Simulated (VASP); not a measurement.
Set up this calculation in VASP 6.6.1, as the native input.

```yaml
Task: single point
Functional: LDA
Potentials_or_basis: VASP PAW LDA potentials, release 64 (Ga_d, N_h)
Cutoff: 1330 eV
k_mesh: 10 × 10 × 10
Occupations: gaussian, width 0.01 eV
Spin: no spin polarisation
Dipole_correction: no
Further_INCAR_settings: ALGO = Normal; EDIFF = 1e-06; NBANDS = 16
```

The structure of GaN lies in POSCAR:

```
GaN
1.0
    2.2499815442      2.2499815442      0.0000000000
   -2.2499815442      2.2499815442      0.0000000000
    0.0000000000      2.2499815442      2.2032559503
Ga N
1 1
Direct
    0.0000000000      0.0000000000      0.0000000000
    0.2500000000      0.7500000000      0.5000000000
```

This cell differs from its parent crystal: in-plane strain +0.01, then relaxed in part.

The input as run:

INCAR

```
SYSTEM = GaN
ALGO = Normal
EDIFF = 1E-6
ENCUT = 1330
GGA = CA
GGA_COMPAT = .FALSE.
ISIF = 2
ISMEAR = 0
LASPH = .TRUE.
LCHARG = .FALSE.
LREAL = .FALSE.
LWAVE = .FALSE.
NBANDS = 16
NELM = 120
PREC = Accurate
SIGMA = 0.01
```

KPOINTS

```
k-points
0
G
  10 10 10
  0 0 0
```

Potentials or basis: VASP PAW LDA potentials, release 64 (Ga_d, N_h).

The run is started by

```sh
$ cat potpaw_LDA.64/Ga_d/POTCAR potpaw_LDA.64/N_h/POTCAR > POTCAR
$ mpirun -np 1 vasp_std > vasp.out
```

It gave:

```json
{
 "Pressure": "-0.8 GPa",
 "Band gap on the k mesh": "1.85 eV"
}
```

Caveat: the cell differs from its parent crystal (in-plane strain +0.01, then relaxed in part).

It took 69 s on 1 thread of Intel(R) Xeon(R) 6975P-C (Granite Rapids) (shared host), peak memory 0.3 GiB.
